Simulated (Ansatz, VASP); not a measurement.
# Two plane-wave programs on BN

```xyz
4
Lattice="2.5152 0.0000 0.0000 -1.2576 2.1782 0.0000 0.0000 0.0000 4.1606" Properties=species:S:1:pos:R:3 pbc="T T T"
B     0.0000    1.4521   -0.0005
B     1.2576    0.7261    2.0798
N     0.0000    1.4521    1.5566
N     1.2576    0.7261    3.6369
```

Alike in both runs: task single point; functional PBEsol; k mesh 9 × 9 × 6; no spin polarisation.

|  | VASP | Ansatz |
| --- | --- | --- |
| version | VASP 6.6.1 | Ansatz 0.2.0 |
| potentials or method | VASP PAW PBE potentials, release 64 (B, N), cutoff 520 eV | scalar-relativistic, plane waves, PAW |
| occupations | gaussian, width 0.01 eV | fixed |
| valence electrons in the cell | 16 | 16 |

```csv
,VASP,Ansatz,Ansatz less VASP
gap on the k mesh at the Fermi level (eV),4.88,4.89,+0.012
least direct gap on the mesh (eV),8.35,8.35,+0.001
```

VASP's potentials were made for PBE, not for PBEsol, and Ansatz warns of the same on its side.
